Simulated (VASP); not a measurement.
Runs of VASP 6.6.1 on Be3NbAs. The structure is that of space group Pm-3m (No. 221), or close to it. The cells are those of the table. 

```csv
task,cell,k mesh,cutoff (eV),gap on the mesh (eV),pressure (GPa),relaxed volume (Å³/atom)
relaxation of cell and atoms,"relaxed from a = 4.158 Å, 5 atoms",10 × 10 × 10,600,none,0.0,14.41
single point,"a = 4.156 Å, 5 atoms",10 × 10 × 10,520,none,0.3,-
relaxation of cell and atoms,"relaxed from a = 3.833 Å, 5 atoms",4 × 4 × 4,600,none,0.3,14.39
single point,"a = 4.158 Å, 5 atoms",4 × 4 × 4,520,none,0.3,-
single point,"a = 3.833 Å, 5 atoms",6 × 6 × 6,520,none,(a),-
```

Alike in all rows: level PBE; potentials or basis VASP PAW PBE potentials, release 64 (Be, Nb_sv, As); no spin polarisation; smearing gaussian 0.1 eV.

Question: Fill in the values left out.

Answer: (a) 35.4.

Caveats: some runs use coarse meshes; the volume moved by over 15 % at a fixed basis, so the end points are rough (at least some runs); the cell stands under pressure (at least some runs).

A k mesh can miss the band edges, and the runs leave out spin-orbit coupling on As, Nb.

A gap of «none» marks levels without a gap at the run's occupations.
